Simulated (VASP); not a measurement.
# Al2Ni (Fd-3m) in VASP: further runs, part 2 of 2

VASP 6.6.1. The steps go on from the part before.

### 4 Relaxation of cell and atoms, PBE, collinear spin, ferromagnetic start

This run uses another cell than the first one, of 13.67 Å³/atom.

INCAR reads:

```
ALGO = Normal
EDIFF = 1E-6
EDIFFG = -0.04
ENCUT = 600
GGA = PE
IBRION = 2
ISIF = 3
ISMEAR = 0
ISPIN = 2
LASPH = T
LCHARG = F
LMAXMIX = 4
LORBIT = 11
LREAL = F
LWAVE = F
MAGMOM = 0 0 0 0 2 2
NELM = 150
NSW = 90
PREC = Accurate
SIGMA = 0.1
```

KPOINTS reads:

```
k-points
0
Gamma
  4 4 4
```

POSCAR reads:

```
Al2Ni
1.0
    0.0000000000      3.4486476000      3.4486476000
    3.4486476000      0.0000000000      3.4486476000
    3.4486476000      3.4486476000      0.0000000000
Al Ni
4 2
Direct
    0.6250000000      0.6250000000      0.6250000000
    0.6250000000      0.6250000000      0.1250000000
    0.6250000000      0.1250000000      0.6250000000
    0.1250000000      0.6250000000      0.6250000000
    0.2500000000      0.2500000000      0.2500000000
    0.0000000000      0.0000000000      0.0000000000
```

Potentials or basis: VASP PAW PBE potentials, release 64 (Al, Ni).

Started as:

```sh
$ cat potpaw_PBE.64/Al/POTCAR potpaw_PBE.64/Ni/POTCAR > POTCAR
$ mpirun -np 1 vasp_std > vasp.out
```

OUTCAR:

```text
EDIFF = 1E-6
   EDIFFG = -0.04
   ENCUT = 600
   GGA = PE
   IBRION = 2
   ISIF = 3
   ISMEAR = 0
   ISPIN = 2
   LASPH = T
   LORBIT = 11
   LREAL = F
   NELM = 150
   NSW = 90
   PREC = Accurate

 ion  position               nearest neighbor table
   1  0.625  0.625  0.625-   2 2.44   3 2.44   4 2.44   2 2.44   3 2.44   4 2.44   5 2.86   6 2.86
                             5 2.86   6 2.86   5 2.86   6 2.86
   2  0.625  0.625  0.125-   1 2.44   1 2.44   3 2.44   4 2.44   3 2.44   4 2.44   6 2.86   5 2.86
                             5 2.86   6 2.86   5 2.86   6 2.86
   3  0.625  0.125  0.625-   1 2.44   2 2.44   1 2.44   2 2.44   4 2.44   4 2.44   6 2.86   5 2.86
                             5 2.86   6 2.86   5 2.86   6 2.86
   4  0.125  0.625  0.625-   1 2.44   2 2.44   3 2.44   1 2.44   2 2.44   3 2.44   6 2.86   5 2.86
                             6 2.86   5 2.86   6 2.86   5 2.86
   5  0.250  0.250  0.250-   2 2.86   3 2.86   4 2.86   1 2.86   1 2.86   1 2.86   3 2.86   2 2.86
                             4 2.86   4 2.86   2 2.86   3 2.86   6 2.99   6 2.99   6 2.99   6 2.99
   6  0.000  0.000  0.000-   2 2.86   3 2.86   4 2.86   1 2.86   1 2.86   1 2.86   3 2.86   3 2.86
                             4 2.86   2 2.86   2 2.86   4 2.86   5 2.99   5 2.99   5 2.99   5 2.99

  LATTYP: Found a face centered cubic cell.
 ALAT       =     6.8972952000

  Lattice vectors:

 A1 = (   0.0000000000,   3.4486476000,   3.4486476000)
 A2 = (   3.4486476000,   0.0000000000,   3.4486476000)
 A3 = (   3.4486476000,   3.4486476000,   0.0000000000)

Analysis of symmetry for initial positions (statically):
=====================================================================
[... 272 lines left out ...]
  ext. energy  EPLUGINS =         0.00000000
  ---------------------------------------------------
  free energy    TOTEN  =       -24.82653655 eV

  energy without entropy =      -24.80473449  energy(sigma->0) =      -24.81563552

 E-fermi :   8.2608     XC(G=0): -10.9372

 val. band max:        8.2238597489   @ k =   0.0000   0.0000   0.0000
 cond. band min:       8.2750455713   @ k =  -0.2500   0.2500   0.0000
 fundamental gap:      0.0511858224
 Fermi energy:         8.2608434157

 spin component 1

 k-point     1 :       0.0000    0.0000    0.0000
  band No.  band energies     occupation
      1      -2.8718      1.00000
      2       3.3904      1.00000
      3       4.9447      1.00000
      4       4.9447      1.00000
      5       4.9447      1.00000
      6       5.3814      1.00000
[... 189 lines left out ...]
     21      12.4284      0.00000
     22      12.4284      0.00000
 Fermi energy:         8.2608434157

 spin component 2

 k-point     1 :       0.0000    0.0000    0.0000
  band No.  band energies     occupation
      1      -2.8718      1.00000
      2       3.3904      1.00000
      3       4.9447      1.00000
      4       4.9447      1.00000
      5       4.9447      1.00000
      6       5.3814      1.00000
[... 222 lines left out ...]
  FREE ENERGIE OF THE ION-ELECTRON SYSTEM (eV)
  ---------------------------------------------------
  free  energy   TOTEN  =       -24.8265365481 eV

  energy  without entropy=      -24.8047344935  energy(sigma->0) =      -24.81563552

 reached required accuracy - stopping structural energy minimisation

 total charge

# of ion       s       p       d       tot
------------------------------------------
    1        0.411   0.427   0.000   0.838
    2        0.411   0.427   0.000   0.838
    3        0.411   0.427   0.000   0.838
    4        0.411   0.427   0.000   0.838
    5        0.342   0.300   8.357   8.999
    6        0.342   0.300   8.357   8.999
--------------------------------------------------
tot          2.327   2.309  16.715  21.351

 magnetization (x)

# of ion       s       p       d       tot
------------------------------------------
    1       -0.000  -0.000   0.000  -0.000
    2       -0.000  -0.000   0.000  -0.000
    3       -0.000  -0.000   0.000  -0.000
    4       -0.000  -0.000   0.000  -0.000
    5        0.000   0.000   0.000   0.000
    6        0.000   0.000   0.000   0.000
--------------------------------------------------
tot         -0.000  -0.000   0.000   0.000
```

OSZICAR:

```text
N       E                     dE             d eps       ncg     rms          rms(c)
DAV:   1     0.161861533823E+03    0.16186E+03   -0.14325E+04   704   0.161E+03
[... 36 lines left out ...]
DAV:   4    -0.248294910194E+02    0.52380E-02   -0.71211E-01   944   0.660E+00    0.604E-01
DAV:   5    -0.248274199406E+02    0.20711E-02   -0.19082E-02   812   0.121E+00    0.280E-01
DAV:   6    -0.248266221026E+02    0.79784E-03   -0.18236E-03   880   0.385E-01    0.120E-01
DAV:   7    -0.248265631197E+02    0.58983E-04   -0.19056E-04  1052   0.152E-01    0.554E-02
DAV:   8    -0.248265425447E+02    0.20575E-04   -0.16445E-05  1052   0.582E-02    0.228E-02
DAV:   9    -0.248265363334E+02    0.62113E-05   -0.97298E-06  1036   0.444E-02    0.159E-03
DAV:  10    -0.248265365481E+02   -0.21464E-06   -0.11609E-06   384   0.835E-03
   3 F= -.24826537E+02 E0= -.24815636E+02  d E =-.121490E+00  mag=    -0.0000
```

Run time: 82 s. Hardware: 1 thread of Intel Xeon 6975P-C (Granite Rapids), shared host; peak memory 0.29 GiB.

What came out:

```yaml
Free_energy: -24.8265 eV
Relaxed_volume: 14.59 Å³/atom
Relaxed_cell: a = 4.984 Å, b = 4.984 Å, c = 4.984 Å, α = 60.00°, β = 60.00°, γ = 60.00°
Space_group_after_relaxing_to_0.1_Å: Fd-3m (No. 227)
Energy_gained_by_relaxing: 20.2 meV/atom
Ionic_steps: 3
Pressure_after_relaxing: 0.0 GPa
Band_gap_on_the_k_mesh: zero (filled and empty bands overlap)
Net_moment: 0.00 μB per cell
Valence_electrons_inside_the_program's_atomic_spheres: Al 0.84; Ni 9.00
```

Step by step:
```
step  energy change (eV)  largest force (eV/Å)  pressure (GPa)  volume (Å³)
   1              0.0000                0.0000            7.47        82.03
   2             -0.1043                0.0000           -2.43        89.83
   3             -0.1215                0.0000           -0.02        87.55
```

Final structure:
```
CELL_PARAMETERS angstrom
0.00000 3.52432 3.52432
3.52432 0.00000 3.52432
3.52432 3.52432 0.00000
ATOMIC_POSITIONS crystal
Al 0.62500 0.62500 0.62500
Al 0.62500 0.62500 0.12500
Al 0.62500 0.12500 0.62500
Al 0.12500 0.62500 0.62500
Ni 0.25000 0.25000 0.25000
Ni 0.00000 0.00000 0.00000
```

Levels at points of the mesh, in eV from the Fermi level:
Spin up:
| k point | band 13 | band 14 | band 15 | band 16 | band 17 | band 18 | band 19 | band 20 |
| --- | --- | --- | --- | --- | --- | --- | --- | --- |
| (0.00, 0.00, 0.00) | -1.19 | -0.13 | -0.13 | -0.13 | -0.04 | -0.04 | -0.04 | 1.79 |
| (0.50, 0.00, 0.00) | -1.15 | -0.92 | -0.92 | -0.10 | -0.10 | 0.36 | 1.93 | 3.34 |
| (0.50, 0.50, 0.00) | -1.43 | -1.43 | -1.00 | -1.00 | 2.80 | 2.80 | 3.40 | 3.40 |
Spin down:
```tsv
k point	band 14	band 15	band 16	band 17	band 18	band 19
(0.00, 0.00, 0.00)	-0.13	-0.13	-0.13	-0.04	-0.04	-0.04
(0.50, 0.00, 0.00)	-0.92	-0.92	-0.10	-0.10	0.36	1.93
(0.50, 0.50, 0.00)	-1.43	-1.00	-1.00	2.80	2.80	3.40
```

Caveat: the k points lie up to 0.39 Å⁻¹ apart in the final cell.

### 5 Relaxation of cell and atoms, PBE

INCAR reads:

```
  ALGO = Fast
  EDIFF = 1E-6
  EDIFFG = -0.01
  ENCUT = 600
  GGA = PE
  IBRION = 2
  ISIF = 3
  ISMEAR = 0
  LASPH = T
  LCHARG = F
  LREAL = F
  LWAVE = F
  NELM = 80
  NSW = 100
  PREC = Accurate
  SIGMA = 0.1
```

KPOINTS reads:

```
k-points
0
Gamma
  10 10 10
```

POSCAR reads:

```
Al2Ni
1.0
    0.0000000000      3.5201126233      3.5201126233
    3.5201126233      0.0000000000      3.5201126233
    3.5201126233      3.5201126233      0.0000000000
Al Ni
4 2
Direct
    0.1250000000      0.1250000000      0.1250000000
    0.1250000000      0.1250000000      0.6250000000
    0.1250000000      0.6250000000      0.1250000000
    0.6250000000      0.1250000000      0.1250000000
    0.7500000000      0.7500000000      0.7500000000
    0.5000000000      0.5000000000      0.5000000000
```

Potentials or basis: VASP PAW PBE potentials, release 64 (Al, Ni).

Started as:

```sh
$ cat potpaw_PBE.64/Al/POTCAR potpaw_PBE.64/Ni/POTCAR > POTCAR
$ mpirun -np 1 vasp_std > vasp.out
```

OUTCAR:

```text
EDIFF = 1E-6
   EDIFFG = -0.01
   ENCUT = 600
   GGA = PE
   IBRION = 2
   ISIF = 3
   ISMEAR = 0
   LASPH = T
   LREAL = F
   NELM = 80
   NSW = 100
   PREC = Accurate

 ion  position               nearest neighbor table
   1  0.125  0.125  0.125-   2 2.49   3 2.49   4 2.49   2 2.49   3 2.49   4 2.49   5 2.92   6 2.92
                             5 2.92   6 2.92   5 2.92   6 2.92
   2  0.125  0.125  0.625-   1 2.49   1 2.49   3 2.49   4 2.49   3 2.49   4 2.49   6 2.92   5 2.92
                             5 2.92   6 2.92   5 2.92   6 2.92
   3  0.125  0.625  0.125-   1 2.49   2 2.49   1 2.49   2 2.49   4 2.49   4 2.49   6 2.92   5 2.92
                             5 2.92   6 2.92   5 2.92   6 2.92
   4  0.625  0.125  0.125-   1 2.49   2 2.49   3 2.49   1 2.49   2 2.49   3 2.49   6 2.92   5 2.92
                             6 2.92   5 2.92   6 2.92   5 2.92
   5  0.750  0.750  0.750-   2 2.92   3 2.92   4 2.92   1 2.92   3 2.92   4 2.92   1 2.92   2 2.92
                             4 2.92   1 2.92   2 2.92   3 2.92   6 3.05   6 3.05   6 3.05   6 3.05
[... 369 lines left out ...]

 val. band max:        8.2734075657   @ k =  -0.3000   0.2000   0.0000
 cond. band min:       8.2831383694   @ k =  -0.4000   0.1000   0.0000
 fundamental gap:      0.0097308037
 Fermi energy:         8.2806754806

 k-point     1 :       0.0000    0.0000    0.0000
  band No.  band energies     occupation
      1      -2.8814      2.00000
      2       3.3688      2.00000
      3       4.9392      2.00000
      4       4.9392      2.00000
      5       4.9392      2.00000
      6       5.3777      2.00000
[... 541 lines left out ...]
     19      10.8945      0.00000
     20      11.5879      0.00000

 [... further k-points ...]

------------------------ aborting loop because EDIFF is reached ----------------------------------------

  FORCE on cell =-STRESS in cart. coord.  units (eV):
  Direction    XX          YY          ZZ          XY          YZ          ZX
  --------------------------------------------------------------------------------------
  -------------------------------------------------------------------------------------
  Total        0.0100015      0.0100015      0.0100015     -0.0000000     -0.0000000     -0.0000000
  in kB        0.1827876      0.1827876      0.1827876     -0.0000000     -0.0000000     -0.0000000
  external PRESSURE =       0.1827876 kB  Pullay stress =       0.0000000 kB
[... 21 lines left out ...]
  FREE ENERGIE OF THE ION-ELECTRON SYSTEM (eV)
  ---------------------------------------------------
  free  energy   TOTEN  =       -24.8681951168 eV

  energy  without entropy=      -24.8501441591  energy(sigma->0) =      -24.85916964

 reached required accuracy - stopping structural energy minimisation
```

CONTCAR:

```text
Al2Ni
   1.00000000000000
     0.0000000000000000    3.5258714410279781    3.5258714410279781
     3.5258714410279781   -0.0000000000000000    3.5258714410279781
     3.5258714410279781    3.5258714410279781   -0.0000000000000000
  Al              Ni
     4     2
Direct
     0.1250000000000000    0.1250000000000000    0.1250000000000000
     0.1250000000000000    0.1250000000000000    0.6250000000000000
     0.1250000000000000    0.6250000000000000    0.1250000000000000
     0.6250000000000000    0.1250000000000000    0.1250000000000000
     0.7500000000000000    0.7500000000000000    0.7500000000000000
     0.5000000000000000    0.5000000000000000    0.5000000000000000

  0.00000000E+00  0.00000000E+00  0.00000000E+00
  0.00000000E+00  0.00000000E+00  0.00000000E+00
  0.00000000E+00  0.00000000E+00  0.00000000E+00
  0.00000000E+00  0.00000000E+00  0.00000000E+00
  0.00000000E+00  0.00000000E+00  0.00000000E+00
  0.00000000E+00  0.00000000E+00  0.00000000E+00
```

Wall time 3.2 min (1 thread of Intel Xeon 6975P-C (Granite Rapids), shared host); peak memory 0.31 GiB.

What came out:

```
Free energy                           : -24.8682 eV
Relaxed volume                        : 14.61 Å³/atom
Relaxed cell                          : a = 4.986 Å, b = 4.986 Å, c = 4.986 Å, α = 60.00°, β = 60.00°, γ = 60.00°
Space group after relaxing (to 0.1 Å) : Fd-3m (No. 227)
Energy gained by relaxing             : 35.0 meV/atom
Ionic steps                           : 5
Pressure after relaxing               : 0.0 GPa
Band gap on the k mesh                : zero (bands 16 and 17 overlap by 0.17 eV)
```

Step by step:
| step | energy change (eV) | largest force (eV/Å) | pressure (GPa) | volume (Å³) |
| --- | --- | --- | --- | --- |
| 1 | 0.0000 | 0.0000 | 1.48 | 87.24 |
| 2 | -0.2024 | 0.0000 | -1.44 | 88.94 |
| 3 | -0.2043 | 0.0000 | -1.37 | 88.92 |
| 4 | -0.2091 | 0.0000 | -0.59 | 88.10 |
| 5 | -0.2098 | 0.0000 | 0.02 | 87.67 |

Final structure:
```yaml
crystal:
  lattice:
    - [0.00000, 3.52587, 3.52587]
    - [3.52587, 0.00000, 3.52587]
    - [3.52587, 3.52587, 0.00000]
  atoms:
    - { symbol: Al, position: [0.12500, 0.12500, 0.12500] }
    - { symbol: Al, position: [0.12500, 0.12500, 0.62500] }
    - { symbol: Al, position: [0.12500, 0.62500, 0.12500] }
    - { symbol: Al, position: [0.62500, 0.12500, 0.12500] }
    - { symbol: Ni, position: [0.75000, 0.75000, 0.75000] }
    - { symbol: Ni, position: [0.50000, 0.50000, 0.50000] }
```

Levels at points of the mesh, in eV from the Fermi level:
```csv
k point,band 12,band 13,band 14,band 15,band 16,band 17,band 18,band 19,band 20
"(0.00, 0.00, 0.00)",-1.24,-1.23,-0.15,-0.15,-0.15,-0.06,-0.06,-0.06,1.76
"(0.50, 0.00, 0.00)",-1.43,-1.16,-0.94,-0.94,-0.12,-0.12,0.33,1.90,3.30
"(0.50, 0.50, 0.00)",-1.57,-1.45,-1.45,-1.02,-1.02,2.76,2.76,3.36,3.36
```
